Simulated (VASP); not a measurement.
# Ni (P6/mmm) in VASP: single point with LDA

Aim: the single point of Ni with LDA.

Everything below comes from runs of VASP 6.6.1. Logs are shortened: lines on timing, memory, paths and dates and some standing lists are left out, and cuts for length are marked.

## Step 1: The cell of the first run

Symmetry: P6/mmm, No. 191, hexagonal system. Conventional cell: a = 3.777 Å, b = 3.777 Å, c = 2.284 Å, α = 90.00°, β = 90.00°, γ = 120.00°. Ni (site symmetry 6/mmm) has 14 Ni at 2.28 to 2.46 Å within 3.0 Å. Within 2.9 Å of Ni (site symmetry -6m2) lie 11 Ni at 2.18 to 2.46 Å.

This isn't the form of Ni at room conditions, which is fcc.

## Step 2: Single point, LDA, collinear spin, ferromagnetic start (9.41 Å³/atom)

INCAR

```
ALGO     = Normal         # electronic algorithm
EDIFF    = 1E-6           # SCF threshold, eV
ENCUT    = 690            # plane-wave cutoff, eV
GGA      = CA             # functional
GGA_COMPAT= False        
ISIF     = 2              # what is computed and relaxed
ISMEAR   = -1             # smearing method
ISPIN    = 2              # spin polarisation
LASPH    = True           # aspherical terms in the spheres
LCHARG   = True           # write CHGCAR
LELF     = True           # ELF
LMAXMIX  = 4              # l up to which the mixer works
LORBIT   = 11             # projections on sites
LREAL    = False          # projectors in reciprocal space
LVHAR    = True         
LWAVE    = False          # write WAVECAR
MAGMOM   = 0.572 0.612 0.612 # initial moments
NBANDS   = 38             # bands
NELM     = 200            # most SCF steps
PREC     = Accurate       # precision mode
SIGMA    = 0.05           # smearing width, eV
```

KPOINTS

```
k-points
0
Gamma
  11 11 15
```

POSCAR

```
Ni
1.0
    3.7771928586      0.0000000000      0.0000000000
   -1.8885964293      3.2711449705      0.0000000000
    0.0000000000      0.0000000000      2.2843865462
Ni
3
Direct
    1.0000000000      1.0000000000      1.0000000000
    0.3333333333      0.6666666667      0.5000000000
    0.6666666667      0.3333333333      0.5000000000
```

Potentials or basis: VASP PAW LDA potentials, release 64 (Ni_sv_GW).

On the command line:

```
> cat potpaw_LDA.64/Ni_sv_GW/POTCAR > POTCAR
> mpirun -np 1 vasp_std > vasp.out
```

OUTCAR:

```text
EDIFF = 1E-6
   ENCUT = 690
   GGA = CA
   ISIF = 2
   ISMEAR = -1
   ISPIN = 2
   LASPH = True
   LORBIT = 11
   LREAL = False
   NELM = 200
   PREC = Accurate

 ion  position               nearest neighbor table
   1  0.000  0.000  0.000-   2 2.46   3 2.46   2 2.46   3 2.46   2 2.46   2 2.46   3 2.46   3 2.46
                             3 2.46   3 2.46   2 2.46   2 2.46
   2  0.333  0.667  0.500-   3 2.18   3 2.18   3 2.18   1 2.46   1 2.46   1 2.46   1 2.46   1 2.46
                             1 2.46
   3  0.667  0.333  0.500-   2 2.18   2 2.18   2 2.18   1 2.46   1 2.46   1 2.46   1 2.46   1 2.46
                             1 2.46

  LATTYP: Found a hexagonal cell.
 ALAT       =     3.7771928586
 C/A-ratio  =     0.6047841960

  Lattice vectors:

 A1 = (   3.7771928586,   0.0000000000,   0.0000000000)
 A2 = (  -1.8885964293,   3.2711449705,   0.0000000000)
 A3 = (   0.0000000000,   0.0000000000,   2.2843865462)

Analysis of symmetry for initial positions (statically):
=====================================================================
 Subroutine PRICEL returns:
 Original cell was already a primitive cell.

 Routine SETGRP: Setting up the symmetry group for a
 hexagonal supercell.

 Subroutine GETGRP returns: Found 24 space group operations
 (whereof 24 operations were pure point group operations)
 out of a pool of 24 trial point group operations.

The static configuration has the point symmetry D_6h.

Analysis of symmetry for dynamics (positions and initial velocities):
=====================================================================
 Subroutine PRICEL returns:
 Original cell was already a primitive cell.

 Routine SETGRP: Setting up the symmetry group for a
 hexagonal supercell.

 Subroutine GETGRP returns: Found 24 space group operations
 (whereof 24 operations were pure point group operations)
 out of a pool of 24 trial point group operations.

The dynamic configuration has the point symmetry D_6h.

Analysis of structural, dynamic, and magnetic symmetry:
=====================================================================
 Subroutine PRICEL returns:
 Original cell was already a primitive cell.

 Routine SETGRP: Setting up the symmetry group for a
 hexagonal supercell.

 Subroutine GETGRP returns: Found 24 space group operations
 (whereof 24 operations were pure point group operations)
 out of a pool of 24 trial point group operations.

The overall configuration has the point symmetry D_6h.

 Subroutine INISYM returns: Found 24 space group operations
 (whereof 24 operations are pure point group operations),
 and found     1 'primitive' translations

----------------------------------------------------------------------------------------

                                     Primitive cell

  volume of cell :      28.2253

  direct lattice vectors                    reciprocal lattice vectors
     3.777192859  0.000000000  0.000000000     0.264746874  0.152851679  0.000000000
    -1.888596429  3.271144970  0.000000000     0.000000000  0.305703357  0.000000000
     0.000000000  0.000000000  2.284386546     0.000000000  0.000000000  0.437754285

  length of vectors
     3.777192859  3.777192859  2.284386546     0.305703357  0.305703357  0.437754285

  position of ions in fractional coordinates (direct lattice)
     0.000000000  0.000000000  0.000000000
     0.333333333  0.666666667  0.500000000
     0.666666667  0.333333333  0.500000000

  ion indices of the primitive-cell ions
   primitive index   ion index
                 1           1
                 2           2
                 3           3

----------------------------------------------------------------------------------------

 KPOINTS: k-points

Automatic generation of k-mesh.
 Grid dimensions read from file:
 generate k-points for:   11   11   15

 Generating k-lattice:

  Cartesian coordinates                     Fractional coordinates (reciprocal lattice)
     0.024067898  0.013895607  0.000000000     0.090909091  0.000000000  0.000000000
     0.000000000  0.027791214  0.000000000     0.000000000  0.090909091  0.000000000
     0.000000000  0.000000000  0.029183619     0.000000000  0.000000000  0.066666667

  Length of vectors
     0.027791214  0.027791214  0.029183619

  Shift w.r.t. Gamma in fractional coordinates (k-lattice)
     0.000000000  0.000000000  0.000000000

 Subroutine IBZKPT returns following result:
 ===========================================

 Found    128 irreducible k-points:

 Following reciprocal coordinates:
            Coordinates               Weight
  0.000000  0.000000  0.000000      1.000000
  0.090909  0.000000  0.000000      6.000000
  0.181818  0.000000  0.000000      6.000000
  0.272727  0.000000  0.000000      6.000000
  0.363636 -0.000000  0.000000      6.000000
  0.454545 -0.000000  0.000000      6.000000
[... 16 lines left out ...]
  0.090909  0.090909  0.066667     12.000000
  0.181818  0.090909  0.066667     24.000000
 [... further k-points ...]
   k-points           NKPTS =    128   k-points in BZ     NKDIM =    128   number of bands    NBANDS=     38
   number of dos      NEDOS =    301   number of ions     NIONS =      3
   total plane-waves  NPLWV =  20480
   dimension x,y,z NGX =    32 NGY =   32 NGZ =   20
   dimension x,y,z NGXF=    64 NGYF=   64 NGZF=   40
   ions per type =               3
   NGX,Y,Z   is equivalent  to a cutoff of  14.08, 14.08, 14.55 a.u.
   NGXF,Y,Z  is equivalent  to a cutoff of  28.17, 28.17, 29.11 a.u.
 SYSTEM =  unknown system
   PREC   = accura    normal or accurate (medium, high low for compatibility)
   ISTART =      0    job   : 0-new  1-cont  2-samecut
   ICHARG =      2    charge: 1-file 2-atom 10-const
   ISPIN  =      2    spin polarized calculation?
   LNONCOLLINEAR =      F non collinear calculations
   LSORBIT =      F    spin-orbit coupling
   LASPH  =      T    aspherical Exc in radial PAW
   ENCUT  =  690.0 eV  50.71 Ry    7.12 a.u.   8.09  8.09  4.89*2*pi/ulx,y,z
   NELM   =    200;   NELMIN=  2; NELMDL= -5     # of ELM steps
   EDIFF  = 0.1E-05   stopping-criterion for ELM
   LREAL  =      F    real-space projection
   EDIFFG = 0.1E-04   stopping-criterion for IOM
   NSW    =      0    number of steps for IOM
   IBRION =     -1    ionic relax: 0-MD 1-quasi-New 2-CG
   NFREE  =      0    steps in history (QN), initial steepest desc. (CG)
   ISIF   =      2    stress and relaxation
   ISYM   =      2    0-nonsym 1-usesym 2-fastsym
   POTIM  = 0.5000    time-step for ionic-motion
   TEBEG  =    0.0;   TEEND  =   0.0 temperature during run
   PSTRESS=    0.0 pullay stress
   NELECT =      54.0000    total number of electrons
   NUPDOWN=      -1.0000    fix difference up-down
   EMIN   =  10.00;   EMAX   =-10.00  energy-range for DOS
   EFERMI =   0.00;   METHOD = LEGACY
   ISMEAR =    -1;   SIGMA  =   0.05  broadening in eV -4-tet -1-fermi 0-gaus
   EFERMI_NEDOS =   21; number of points for ismear=-14 and -15
   IALGO  =     38    algorithm
   IMIX   =      4    mixing-type and parameters
     AMIX     =   0.40;   BMIX     =  1.00
     AMIX_MAG =   1.60;   BMIX_MAG =  1.00
  volume/ion in A,a.u.               =       9.41        63.49
  Fermi-wavevector in a.u.,A,eV,Ry     =   2.032325  3.840538 56.196774  4.130346
  Thomas-Fermi vector in A             =   3.039839
   LORBIT       =     11    0 simple, 1 ext, 2 COOP (PROOUT), +10 PAW based schemes
   GGA     = CA    functional components
   LHFCALC =     F    Hartree Fock is set to
   AEXX    =    0.0000 exact exchange contribution
   IVDW    =     0    specifies the selected vdW correction
   LEPSILON=     F    determine dielectric tensor
   LRPA    =     F    only Hartree local field effects (RPA)
 spin polarized calculation
  energy-cutoff  :      690.00
  volume of cell :       28.23
 maximum number of plane-waves:      1177
   NGX = 17   NGY = 17   NGZ =  9

 number of electron      54.0000014 magnetization       1.4305611

 Free energy of the ion-electron system (eV)
  ---------------------------------------------------
  ext. energy  EPLUGINS =         0.00000000
  ---------------------------------------------------
  free energy    TOTEN  =       -21.79133271 eV

  energy without entropy =      -21.74477711  energy(sigma->0) =      -21.76805491

 E-fermi :   9.3628     XC(G=0): -15.2903

 val. band max:        9.3622793074   @ k =   0.1818   0.0000   0.0667
 cond. band min:       9.3655005003   @ k =   0.3636   0.1818   0.4000
 fundamental gap:      0.0032211929
 Fermi energy:         9.3627512477

 spin component 1

 k-point     1 :       0.0000    0.0000    0.0000
  band No.  band energies     occupation
      1     -93.2976      1.00000
      2     -93.1951      1.00000
      3     -93.1402      1.00000
      4     -54.4676      1.00000
      5     -54.4676      1.00000
      6     -54.2246      1.00000
[... 30 lines left out ...]
     37      36.6846      0.00000
     38      37.8897      0.00000
[... 941 lines left out ...]
     37      33.9571      0.00000
     38      35.1056      0.00000

 [... further k-points ...]

 spin component 2

 k-point     1 :       0.0000    0.0000    0.0000
  band No.  band energies     occupation
      1     -92.7244      1.00000
      2     -92.6207      1.00000
      3     -92.5502      1.00000
      4     -53.8869      1.00000
      5     -53.8869      1.00000
      6     -53.6519      1.00000
[... 30 lines left out ...]
     37      36.7144      0.00000
     38      37.9076      0.00000
[... 941 lines left out ...]
     37      34.0167      0.00000
     38      35.1753      0.00000

 [... further k-points ...]

------------------------ aborting loop because EDIFF is reached ----------------------------------------

  FORCE on cell =-STRESS in cart. coord.  units (eV):
  Direction    XX          YY          ZZ          XY          YZ          ZX
  --------------------------------------------------------------------------------------
  -------------------------------------------------------------------------------------
  Total        4.3752679      4.3752679      3.9425166      0.0000000     -0.0000000      0.0000000
  in kB      248.3571604    248.3571604    223.7925201      0.0000000     -0.0000000      0.0000000
  external PRESSURE =     240.1689470 kB  Pullay stress =       0.0000000 kB

 VOLUME and BASIS-vectors are now :
 -----------------------------------------------------------------------------
  energy-cutoff  :      690.00
  volume of cell :       28.23
      direct lattice vectors                 reciprocal lattice vectors
     3.777192859  0.000000000  0.000000000     0.264746874  0.152851679  0.000000000
    -1.888596429  3.271144970  0.000000000     0.000000000  0.305703357  0.000000000
     0.000000000  0.000000000  2.284386546     0.000000000  0.000000000  0.437754285

 POSITION                                       TOTAL-FORCE (eV/Angst)
 -----------------------------------------------------------------------------------
      0.00000      0.00000      0.00000        -0.000000      0.000000      0.000000
     -0.00000      2.18076      1.14219         0.000000     -0.000000     -0.000000
      1.88860      1.09038      1.14219        -0.000000      0.000000      0.000000
 -----------------------------------------------------------------------------------
    total drift:                               -0.000000      0.000000      0.000000

  FREE ENERGIE OF THE ION-ELECTRON SYSTEM (eV)
  ---------------------------------------------------
  free  energy   TOTEN  =       -21.7913327066 eV

  energy  without entropy=      -21.7447771110  energy(sigma->0) =      -21.76805491

 total charge

# of ion       s       p       d       f       tot
--------------------------------------------------
    1        2.260   6.366   7.848   0.008  16.481
    2        2.280   6.389   7.869   0.009  16.548
    3        2.280   6.389   7.869   0.009  16.548
--------------------------------------------------
tot          6.819  19.144  23.587   0.026  49.577

 magnetization (x)

# of ion       s       p       d       f       tot
--------------------------------------------------
    1        0.000  -0.010   0.513  -0.000   0.503
    2       -0.001  -0.009   0.496  -0.000   0.487
    3       -0.001  -0.009   0.496  -0.000   0.487
--------------------------------------------------
tot         -0.001  -0.028   1.505  -0.000   1.476
```

It took 5 min on 1 thread of Intel Xeon 6975P-C (Granite Rapids), shared host; peak memory 0.39 GiB.

What came out:

- Free energy: -21.7913 eV
- Pressure: 24.0 GPa
- Net moment: 1.43 μB per cell
- Site moments: Ni +0.50, +0.49 (each value once) μB
- Valence electrons inside the program's atomic spheres: Ni 16.48, 16.55 (each value once)

Levels at points of the mesh, in eV from the Fermi level:
Spin up:
```tsv
k point	band 26	band 27	band 28	band 29	band 30	band 31
(0.00, 0.00, 0.00)	-1.59	-0.20	-0.20	6.87	6.87	6.91
```
Spin down:
| k point | band 22 | band 23 | band 24 | band 25 | band 26 | band 27 | band 28 | band 29 | band 30 | band 31 |
| --- | --- | --- | --- | --- | --- | --- | --- | --- | --- | --- |
| (0.00, 0.00, 0.00) | -1.81 | -1.16 | -1.16 | -1.10 | -1.10 | 0.31 | 0.31 | 7.13 | 7.13 | 7.15 |

Caveat: the cell stands under pressure.
